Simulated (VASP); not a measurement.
Write the native input for VASP 6.6.1 that does the following.

```
Task                   : relaxation of cell and atoms
Functional             : PBE
Potentials or basis    : VASP PAW PBE potentials, release 64 (B, N)
Cutoff                 : 600 eV
k mesh                 : 13 × 13 × 7
Occupations            : fermi-dirac, width 0.05 eV
Spin                   : no spin polarisation
Target pressure        : 270 GPa
Dipole correction      : no
Further INCAR settings : ALGO = Normal; EDIFF = 1e-07; IBRION = 2; EDIFFG = -0.005; NSW = 60; ISIF = 3
```

The structure of BN (wurtzite type) lies in POSCAR:

```
BN
1.0
    2.2674912789      0.0000000000      0.0000000000
   -1.1337456394      1.9637050504      0.0000000000
    0.0000000000      0.0000000000      3.6960107846
B N
2 2
Direct
    0.3333333333      0.6666666667      0.0000000000
    0.6666666667      0.3333333333      0.5000000000
    0.3333333333      0.6666666667      0.3760000000
    0.6666666667      0.3333333333      0.8760000000
```

The input as run:

INCAR

```
ALGO = Normal
EDIFF = 1E-7
EDIFFG = -0.005
ENCUT = 600
GGA = PE
IBRION = 2
ISIF = 3
ISMEAR = -1
LASPH = True
LCHARG = False
LREAL = False
LWAVE = False
NELM = 100
NSW = 60
PREC = Accurate
PSTRESS = 2700.0
SIGMA = 0.05
```

KPOINTS

```
k-points
0
Gamma
  13 13 7
```

Potentials or basis: VASP PAW PBE potentials, release 64 (B, N).

Launch:

```sh
$ cat potpaw_PBE.64/B/POTCAR potpaw_PBE.64/N/POTCAR > POTCAR
$ mpirun -np 1 vasp_std > vasp.out
```

Results of the run:

```json
{"Relaxed volume": "4.12 Å³/atom", "Relaxed cell": "a = 2.253 Å, b = 2.253 Å, c = 3.748 Å, α = 90.00°, β = 90.00°, γ = 120.00°", "Space group after relaxing (to 0.05 Å)": "P6_3mc (No. 186)", "Energy change on relaxing (the enthalpy is what falls)": "-16.5 meV/atom", "Ionic steps": "7", "Pressure after relaxing": "270.0 GPa", "Band gap on the k mesh": "4.18 eV, indirect (least direct gap 9.78 eV)"}
```

Caveat: the cell is relaxed towards a set pressure, so the enthalpy falls and the energy may rise.

Run time: 52 s on 1 thread of Intel(R) Xeon(R) Platinum 8488C (Sapphire Rapids), with other jobs on the host, peak memory 0.13 GiB.
